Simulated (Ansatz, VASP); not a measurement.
**Two plane-wave programs on Al9H**

```xyz
20
Lattice="5.7071 0.0000 0.0000 -1.4268 9.7015 0.0000 0.0000 0.0000 22.7904" Properties=species:S:1:pos:R:3 pbc="T T T"
Al    1.4268    0.6295    4.0000
Al    4.2803    0.6295    4.0000
Al    1.4268    3.3172    4.9957
Al    4.2803    3.3172    4.9957
Al    0.0000    5.7950    5.1949
Al    2.8535    5.7950    5.1949
Al    1.4268    8.2728    5.3940
Al    4.2803    8.2728    5.3940
Al    0.0003    1.2390    6.4001
Al    2.8538    1.2390    6.4001
Al   -0.0072    3.9216    7.5233
Al    2.8463    3.9216    7.5233
Al    1.4238    6.3997    7.6799
Al    4.2774    6.3997    7.6799
Al   -0.0083    8.8388    7.8610
Al    2.8452    8.8388    7.8610
Al    1.4319    1.7599    8.7904
Al    4.2854    1.7599    8.7904
H     2.9210    3.6650   10.5204
H     2.7873    4.5742   10.5204
```

Alike in both runs: task single point; functional PBE; k mesh 5 × 3 × 1; occupations gaussian, width 0.1 eV; no spin polarisation.

```csv
,VASP,Ansatz
version,VASP 6.6.1,Ansatz 0.2.0
potentials or method,"VASP PAW PBE potentials, release 64 (Al, H), cutoff 520 eV","scalar-relativistic, plane waves, PAW"
valence electrons in the cell,56,56
```

|  | VASP | Ansatz | Ansatz less VASP |
| --- | --- | --- | --- |
| gap on the k mesh at the Fermi level (eV) | none | none | - |
| rms of the force components (eV/Å) | 0.590 | 0.590 | 0.0000 |

Atom by atom the forces differ by 0.001 eV/Å (rms over components). A gap of «none» marks a metal or a gap that the smearing closes. With one functional, cell and mesh, what is left measures potentials, basis and numerics.
